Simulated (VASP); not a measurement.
# Ta (R-3m) in VASP: relaxation of cell and atoms with PBE

Aim: the relaxation of cell and atoms of Ta with PBE.

Program: VASP 6.6.1. These are calculated values, not measurements. Logs are shortened: lines on timing, memory, paths and dates and some standing lists are left out, and cuts for length are marked.

## Step 1: The cell of the first run

It takes space group R-3m (No. 166, trigonal). The conventional cell has a = 2.922 Å, b = 2.922 Å, c = 22.720 Å, α = 90.00°, β = 90.00°, γ = 120.00°. Ta (site symmetry -3m) has 12 Ta at 2.92 to 3.04 Å within 3.8 Å. Within 3.8 Å of Ta (site symmetry 3m) lie 12 Ta at 2.92 to 3.04 Å.

## Step 2: Relaxation of cell and atoms, PBE

INCAR

```
PREC = Accurate
ENCUT = 500
EDIFF = 1E-7
ISMEAR = 0
SIGMA = 0.1
LREAL = False
LASPH = True
NELM = 120
ALGO = Normal
ISIF = 3
LWAVE = False
LCHARG = False
GGA = PE
IBRION = 2
NSW = 100
EDIFFG = -0.01
GGA_COMPAT = False
NELMIN = 4
```

KPOINTS

```
Automatic mesh
0
Gamma
  18 18 18
```

POSCAR

```
Ta
1.0
    1.4611242839      0.8435804987      7.5733404683
   -1.4611242839      0.8435804987      7.5733404683
    0.0000000000     -1.6871609973      7.5733404683
Ta
3
Direct
    0.0000000000      0.0000000000      0.0000000000
    0.2222061637      0.2222061637      0.2222061637
    0.7777938363      0.7777938363      0.7777938363
```

Potentials or basis: VASP PAW PBE potentials, release 64 (Ta_pv).

The run is started by

```bash
$ cat potpaw_PBE.64/Ta_pv/POTCAR > POTCAR
$ mpirun -np 1 vasp_std > vasp.out
```

OUTCAR:

```text
PREC = Accurate
   ENCUT = 500
   EDIFF = 1E-7
   ISMEAR = 0
   LREAL = False
   LASPH = True
   NELM = 120
   ISIF = 3
   GGA = PE
   IBRION = 2
   NSW = 100
   EDIFFG = -0.01
   NELMIN = 4

 ion  position               nearest neighbor table
   1  0.000  0.000  0.000-   3 3.04   3 3.04   2 3.04   2 3.04   3 3.04   2 3.04
   2  0.222  0.222  0.222-   3 3.04   3 3.04   3 3.04   1 3.04   1 3.04   1 3.04
   3  0.778  0.778  0.778-   2 3.04   2 3.04   2 3.04   1 3.04   1 3.04   1 3.04

  LATTYP: Found a trigonal (rhomboedric) cell.
 ALAT       =     7.7589946565
 COS(alpha) =     0.9290759695

  Lattice vectors:

 A1 = (   1.4611242839,   0.8435804987,   7.5733404683)
 A2 = (  -1.4611242839,   0.8435804987,   7.5733404683)
 A3 = (   0.0000000000,  -1.6871609973,   7.5733404683)

Analysis of symmetry for initial positions (statically):
=====================================================================
 Subroutine PRICEL returns:
 Original cell was already a primitive cell.

 Routine SETGRP: Setting up the symmetry group for a
 trigonal (rhombohedral) supercell.

 Subroutine GETGRP returns: Found 12 space group operations
 (whereof 12 operations were pure point group operations)
 out of a pool of 12 trial point group operations.

The static configuration has the point symmetry D_3d.

Analysis of symmetry for dynamics (positions and initial velocities):
=====================================================================
 Subroutine PRICEL returns:
 Original cell was already a primitive cell.

 Routine SETGRP: Setting up the symmetry group for a
 trigonal (rhombohedral) supercell.

 Subroutine GETGRP returns: Found 12 space group operations
 (whereof 12 operations were pure point group operations)
 out of a pool of 12 trial point group operations.

The dynamic configuration has the point symmetry D_3d.

 Subroutine INISYM returns: Found 12 space group operations
 (whereof 12 operations are pure point group operations),
 and found     1 'primitive' translations

----------------------------------------------------------------------------------------

                                     Primitive cell

  volume of cell :      56.0083

  direct lattice vectors                    reciprocal lattice vectors
     1.461124284  0.843580499  7.573340468     0.342202238  0.197570554  0.044014043
    -1.461124284  0.843580499  7.573340468    -0.342202238  0.197570554  0.044014043
     0.000000000 -1.687160997  7.573340468     0.000000000 -0.395141108  0.044014043

  length of vectors
     7.758994656  7.758994656  7.758994657     0.397584873  0.397584873  0.397584873

  position of ions in fractional coordinates (direct lattice)
     0.000000000  0.000000000  0.000000000
     0.222206164  0.222206164  0.222206164
     0.777793836  0.777793836  0.777793836

  ion indices of the primitive-cell ions
   primitive index   ion index
                 1           1
                 2           2
                 3           3

----------------------------------------------------------------------------------------

 KPOINTS: Automatic mesh

Automatic generation of k-mesh.
 Grid dimensions read from file:
 generate k-points for:   18   18   18

 Generating k-lattice:

  Cartesian coordinates                     Fractional coordinates (reciprocal lattice)
     0.019011235  0.010976142  0.002445225     0.055555556  0.000000000  0.000000000
    -0.019011235  0.010976142  0.002445225     0.000000000  0.055555556  0.000000000
     0.000000000 -0.021952284  0.002445225     0.000000000  0.000000000  0.055555556

  Length of vectors
     0.022088049  0.022088049  0.022088049

  Shift w.r.t. Gamma in fractional coordinates (k-lattice)
     0.000000000  0.000000000  0.000000000

 Subroutine IBZKPT returns following result:
 ===========================================

 Found    580 irreducible k-points:

 Following reciprocal coordinates:
            Coordinates               Weight
  0.000000  0.000000  0.000000      1.000000
  0.055556  0.000000  0.000000      6.000000
  0.111111  0.000000  0.000000      6.000000
  0.166667 -0.000000 -0.000000      6.000000
  0.222222  0.000000 -0.000000      6.000000
  0.277778  0.000000  0.000000      6.000000
[... 16 lines left out ...]
 -0.277778  0.055556  0.000000     12.000000
 -0.222222  0.055556  0.000000     12.000000
 [... further k-points ...]
   k-points           NKPTS =    580   k-points in BZ     NKDIM =    580   number of bands    NBANDS=     20
   number of dos      NEDOS =    301   number of ions     NIONS =      3
   total plane-waves  NPLWV = 216000
   dimension x,y,z NGX =    60 NGY =   60 NGZ =   60
   dimension x,y,z NGXF=   120 NGYF=  120 NGZF=  120
   ions per type =               3
   NGX,Y,Z   is equivalent  to a cutoff of  12.86, 12.86, 12.86 a.u.
   NGXF,Y,Z  is equivalent  to a cutoff of  25.71, 25.71, 25.71 a.u.
 SYSTEM =  unknown system
   PREC   = accura    normal or accurate (medium, high low for compatibility)
   ISTART =      0    job   : 0-new  1-cont  2-samecut
   ICHARG =      2    charge: 1-file 2-atom 10-const
   ISPIN  =      1    spin polarized calculation?
   LNONCOLLINEAR =      F non collinear calculations
   LSORBIT =      F    spin-orbit coupling
   LASPH  =      T    aspherical Exc in radial PAW
   ENCUT  =  500.0 eV  36.75 Ry    6.06 a.u.  14.15 14.15 14.15*2*pi/ulx,y,z
   NELM   =    120;   NELMIN=  4; NELMDL= -5     # of ELM steps
   EDIFF  = 0.1E-06   stopping-criterion for ELM
   LREAL  =      F    real-space projection
   EDIFFG = -.1E-01   stopping-criterion for IOM
   NSW    =    100    number of steps for IOM
   IBRION =      2    ionic relax: 0-MD 1-quasi-New 2-CG
   NFREE  =      1    steps in history (QN), initial steepest desc. (CG)
   ISIF   =      3    stress and relaxation
   ISYM   =      2    0-nonsym 1-usesym 2-fastsym
   POTIM  = 0.5000    time-step for ionic-motion
   TEBEG  =    0.0;   TEEND  =   0.0 temperature during run
   PSTRESS=    0.0 pullay stress
   NELECT =      33.0000    total number of electrons
   NUPDOWN=      -1.0000    fix difference up-down
   EMIN   =  10.00;   EMAX   =-10.00  energy-range for DOS
   EFERMI =   0.00;   METHOD = LEGACY
   ISMEAR =     0;   SIGMA  =   0.10  broadening in eV -4-tet -1-fermi 0-gaus
   EFERMI_NEDOS =   21; number of points for ismear=-14 and -15
   IALGO  =     38    algorithm
   IMIX   =      4    mixing-type and parameters
     AMIX     =   0.40;   BMIX     =  1.00
     AMIX_MAG =   1.60;   BMIX_MAG =  1.00
  volume/ion in A,a.u.               =      18.67       125.99
  Fermi-wavevector in a.u.,A,eV,Ry     =   1.372446  2.593547 25.628051  1.883609
  Thomas-Fermi vector in A             =   2.498053
   LORBIT       =      0    0 simple, 1 ext, 2 COOP (PROOUT), +10 PAW based schemes
   GGA     = PE    functional components
   LHFCALC =     F    Hartree Fock is set to
   AEXX    =    0.0000 exact exchange contribution
   IVDW    =     0    specifies the selected vdW correction
   LEPSILON=     F    determine dielectric tensor
   LRPA    =     F    only Hartree local field effects (RPA)
 conjugate gradient relaxation of ions
 non-spin polarized calculation
 Gauss-broadening in eV      SIGMA  =   0.10
  energy-cutoff  :      500.00
  volume of cell :       56.01
 maximum number of plane-waves:      1447
 NGX is ok and might be reduce to    60
   NGX = 29   NGY = 29   NGZ = 29

--------------------------------------- Ionic step        1  -------------------------------------------

 number of electron      32.9999998 magnetization

 Free energy of the ion-electron system (eV)
  ---------------------------------------------------
  ext. energy  EPLUGINS =         0.00000000
  ---------------------------------------------------
  free energy    TOTEN  =       -34.63917705 eV

  energy without entropy =      -34.61863896  energy(sigma->0) =      -34.62890800

------------------------ aborting loop because EDIFF is reached ----------------------------------------

  FORCE on cell =-STRESS in cart. coord.  units (eV):
  Direction    XX          YY          ZZ          XY          YZ          ZX
  --------------------------------------------------------------------------------------
  -------------------------------------------------------------------------------------
  Total        0.1216447      0.1216447      0.8323435      0.0000000      0.0000000      0.0000000
  in kB        3.4797752      3.4797752     23.8100754      0.0000000      0.0000000      0.0000000
  external PRESSURE =      10.2565419 kB  Pullay stress =       0.0000000 kB
[... 133 lines left out ...]
  energy  without entropy=      -34.6243600291  energy(sigma->0) =      -34.63417449

--------------------------------------- Ionic step        5  -------------------------------------------

 number of electron      33.0000003 magnetization

 Free energy of the ion-electron system (eV)
  ---------------------------------------------------
  ext. energy  EPLUGINS =         0.00000000
  ---------------------------------------------------
  free energy    TOTEN  =       -34.64400172 eV

  energy without entropy =      -34.62433146  energy(sigma->0) =      -34.63416659

 E-fermi :   5.5327     XC(G=0): -12.3989

 val. band max:        5.5316671218   @ k =  -0.3333   0.2222   0.0000
 cond. band min:       5.5345881944   @ k =   0.3889   0.3889   0.2222
 fundamental gap:      0.0029210725
 Fermi energy:         5.5326993777

 k-point     1 :       0.0000    0.0000    0.0000
  band No.  band energies     occupation
      1     -28.8089      2.00000
      2     -28.7985      2.00000
      3     -28.1582      2.00000
      4     -28.0849      2.00000
      5     -28.0849      2.00000
      6     -28.0580      2.00000
[... 12 lines left out ...]
     19       6.2464      0.00000
[... 513 lines left out ...]
      4     -28.4854      2.00000
      5     -28.4398      2.00000
      6     -28.2250      2.00000
[... 12 lines left out ...]
     19       7.0493      0.00000
     20       7.3218      0.00000

 [... further k-points ...]
[... 5 lines left out ...]
  --------------------------------------------------------------------------------------
  -------------------------------------------------------------------------------------
  Total       -0.0169085     -0.0169085     -0.0122104      0.0000000     -0.0000000      0.0000000
  in kB       -0.4809219     -0.4809219     -0.3472956      0.0000000     -0.0000000      0.0000000
  external PRESSURE =      -0.4363798 kB  Pullay stress =       0.0000000 kB
[... 18 lines left out ...]
  FREE ENERGIE OF THE ION-ELECTRON SYSTEM (eV)
  ---------------------------------------------------
  free  energy   TOTEN  =       -34.6440017247 eV

  energy  without entropy=      -34.6243314564  energy(sigma->0) =      -34.63416659

 reached required accuracy - stopping structural energy minimisation
```

Run time: 2.2 h. Hardware: 1 thread of Intel Xeon Platinum 8488C (Sapphire Rapids), shared host; peak memory 0.92 GiB.

Results:

```yaml
Free_energy: -34.6440 eV
Relaxed_volume: 18.78 Å³/atom
Relaxed_cell: a = 7.851 Å, b = 7.851 Å, c = 7.851 Å, α = 21.38°, β = 21.38°, γ = 21.38°
Space_group_after_relaxing_to_0.1_Å: R-3m (No. 166)
Energy_gained_by_relaxing: 1.6 meV/atom
Ionic_steps: 5
Pressure_after_relaxing: 0.0 GPa
Largest_force_after_relaxing: 0.008 eV/Å
Band_gap_on_the_k_mesh: zero (an odd number of electrons rules out a gap without spin polarisation)
```

Forces on the atoms (eV/Å):
```
Ta   0.000  0.000  0.000
Ta   0.000  0.000  0.008
Ta   0.000  0.000 -0.008
```

The path:
| step | energy change (eV) | largest force (eV/Å) | pressure (GPa) | volume (Å³) |
| --- | --- | --- | --- | --- |
| 1 | 0.0000 | 0.0028 | 1.03 | 56.01 |
| 2 | 0.0001 | 0.0049 | -2.20 | 56.98 |
| 3 | -0.0028 | 0.0010 | -0.60 | 56.49 |
| 4 | -0.0048 | 0.0088 | 0.00 | 56.32 |
| 5 | -0.0048 | 0.0083 | -0.04 | 56.33 |

Final structure:
```
CELL_PARAMETERS angstrom
1.45620 0.84074 7.66843
-1.45620 0.84074 7.66843
0.00000 -1.68148 7.66843
ATOMIC_POSITIONS crystal
Ta 0.00000 0.00000 0.00000
Ta 0.22220 0.22220 0.22220
Ta 0.77780 0.77780 0.77780
```

Caveat: spin-orbit coupling is left out, which moves the levels of the heavy elements.
